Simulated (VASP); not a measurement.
Input of a VASP 6.6.1 run:

Contents of INCAR:

```
PREC = Accurate
ENCUT = 520
EDIFF = 1E-6
ISMEAR = -1
SIGMA = 0.05
LREAL = F
LASPH = T
NELM = 80
ALGO = Normal
ISIF = 2
LWAVE = F
LCHARG = F
NBANDS = 35
```

KPOINTS

```
Automatic mesh
0
Gamma
  6 3 9
```

POSCAR

```
Al2O3
1.0
    4.5926435458      0.0000000000      0.0000000000
    0.0000000000      9.5729044356      0.0000000000
    0.0000000000      0.0000000000      2.9745916026
Al O
4 6
Direct
    1.0860445538      0.8309990364      0.0000000000
   -0.0860445538      0.1690009636      0.0000000000
    0.5860445538      0.6690009636      0.5000000000
    0.4139554462      0.3309990364      0.5000000000
    0.5000000000      0.5000000000      0.5000000000
    0.2683565485      0.7772736932      0.5000000000
    0.2316434515      0.2772736932      0.0000000000
    0.7683565485      0.7227263068      0.0000000000
    0.0000000000      0.0000000000      0.0000000000
    0.7316434515      0.2227263068      0.5000000000
```

Potentials or basis: VASP PAW LDA potentials, release 64 (Al, O).

Run with:

```console
$ cat potpaw_LDA.64/Al/POTCAR potpaw_LDA.64/O/POTCAR > POTCAR
$ mpirun -np 1 vasp_std > vasp.out
```

**Question.** What does it give for the pressure?

**Answer.** 0.8 GPa.

**Question.** Predict the largest force.

**Answer.** 0.087 eV/Å.

**Question.** What does it give for the band gap on the k mesh?

**Answer.** 3.47 eV.

Forces in eV/Å, atoms in the order of the input:
```
Al   0.027 -0.083  0.000
Al  -0.027  0.083  0.000
Al   0.027  0.083  0.000
Al  -0.027 -0.083  0.000
O    0.000  0.000  0.000
O    0.011 -0.004  0.000
O   -0.011 -0.004  0.000
O    0.011  0.004  0.000
O    0.000  0.000  0.000
O   -0.011  0.004  0.000
```

Caveat: an odd mesh through Γ misses points on the zone boundary, where band edges can lie.
